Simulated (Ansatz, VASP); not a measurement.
Two plane-wave programs on Si2I

The input INCAR:

```
SYSTEM = Si2I
  ALGO = Normal
  EDIFF = 1E-6
  EDIFFG = -0.01
  ENCUT = 600
  GGA = PE
  IBRION = 2
  ISIF = 3
  ISMEAR = 0
  LASPH = .TRUE.
  LCHARG = .FALSE.
  LREAL = .FALSE.
  LWAVE = .FALSE.
  NELM = 100
  NSW = 100
  PREC = Accurate
  SIGMA = 0.1
```

Contents of KPOINTS:

```
k-points
0
G
  12 12 6
  0 0 0
```

Contents of POSCAR:

```
Si2I
1.0
    5.1516674000      0.0000000000      0.0000000000
   -2.5758337000      4.4614748400      0.0000000000
    0.0000000000      0.0000000000      6.4264641800
Si I
4 2
Direct
    0.3333333300      0.6666666700      0.7500000000
    0.6666666700      0.3333333300      0.2500000000
    0.0000000000      0.0000000000      0.0000000000
    0.0000000000      0.0000000000      0.5000000000
    0.3333333300      0.6666666700      0.2500000000
    0.6666666700      0.3333333300      0.7500000000
```

Input for Ansatz:

```yaml
crystal:
  lattice:
    - [5.1516674, 0.0, 0.0]
    - [-2.5758337, 4.46147484, 0.0]
    - [0.0, 0.0, 6.42646418]
  atoms:
    - { symbol: Si, position: [0.33333333, 0.66666667, 0.75] }
    - { symbol: Si, position: [0.66666667, 0.33333333, 0.25] }
    - { symbol: Si, position: [0.0, 0.0, 0.0] }
    - { symbol: Si, position: [0.0, 0.0, 0.5] }
    - { symbol: I, position: [0.33333333, 0.66666667, 0.25] }
    - { symbol: I, position: [0.66666667, 0.33333333, 0.75] }
basis:
  ecutwfc: 420
kpoints:
  mp_grid: { grid: [12, 12, 6] }
hamiltonian:
  xc: pbe
scf:
  occupations: { method: gaussian, width: 0.1 }
output:
  forces: true
  stress: true
  eigenvalues: true
  write_density: true
  write_potential: true
  elf: true
  volumetric_format: npy
relax:
  adjacent_minimum: "off"
  f_tol: 0.01
  max_steps: 80
  cell: { stress_tol: 0.05 }
```

Change from the starting cell: species swapped into the Gd2Tl type (P6_3/mmc, No. 194).

Alike in both runs: task relaxation of cell and atoms; functional PBE; k mesh 12 × 12 × 6; occupations gaussian, width 0.1 eV; no spin polarisation.

```csv
,VASP,Ansatz
version,VASP 6.6.1,Ansatz 0.2.0
potentials or method,"VASP PAW PBE potentials, release 64 (Si, I), cutoff 600 eV","scalar-relativistic, plane waves, PAW"
valence electrons in the cell,30,50
```

```csv
,VASP,Ansatz,Ansatz less VASP
"gap on the k mesh at the Fermi level, each at its own relaxed structure (eV)",none,none,-
relaxed volume (Å³/atom),23.24,23.23,-0.012
relaxed length of the cell vector where the two differ most in proportion (Å),5.375,5.373,-0.0016
```

A gap of «none» marks a metal or a gap that the smearing closes. VASP's potentials hold 30 valence electrons a cell and Ansatz's 50, so a difference there can come from the potentials and not from the codes.

Neither program's run includes spin-orbit coupling.
